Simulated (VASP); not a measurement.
Set up this calculation in VASP 6.6.1, as the native input.

```yaml
Task: single point
Functional: PBE
Potentials_or_basis: VASP PAW PBE potentials, release 64 (Si, W_sv)
Cutoff: 520 eV
k_mesh: 11 × 11 × 14
Occupations: fermi-dirac, width 0.05 eV
Spin: no spin polarisation
Dipole_correction: no
Further_INCAR_settings: ALGO = Normal; EDIFF = 1e-07; NBANDS = 18; ISYM = 0
```

The structure of Si2W lies in POSCAR:

```
Si2W
1.0
   -1.5732152906      1.5732152906      3.8595692683
    1.5732152906     -1.5732152906      3.8595692683
    1.5732152906      1.5732152906     -3.8595692683
Si W
2 1
Direct
    0.3330000000      0.3330000000      0.0000000000
    0.6670000000      0.6670000000      0.0000000000
    0.0000000000      0.0000000000      0.0000000000
```

These files were run (other wordings do the same):

INCAR

```
SYSTEM = Si2W
ALGO = Normal
EDIFF = 1E-7
ENCUT = 520
GGA = PE
ISIF = 2
ISMEAR = -1
ISYM = 0
LASPH = .TRUE.
LCHARG = .FALSE.
LREAL = .FALSE.
LWAVE = .FALSE.
NBANDS = 18
NELM = 80
PREC = Accurate
SIGMA = 0.05
```

KPOINTS

```
k-points
0
G
  11 11 14
  0 0 0
```

Potentials or basis: VASP PAW PBE potentials, release 64 (Si, W_sv).

Run with:

```bash
$ cat potpaw_PBE.64/Si/POTCAR potpaw_PBE.64/W_sv/POTCAR > POTCAR
$ mpirun -np 1 vasp_std > vasp.out
```

It gave:

```json
{"Pressure": "18.0 GPa", "Largest force": "0.072 eV/Å", "Band gap on the k mesh": "zero (bands 11 and 12 overlap by 1.36 eV)"}
```

Caveat: the cell stands under pressure; spin-orbit coupling is left out, which moves the levels of the heavy elements.

Wall time 9.8 min on 1 thread of Intel(R) Xeon(R) Platinum 8488C (Sapphire Rapids), on a shared host, peak memory 0.64 GiB.
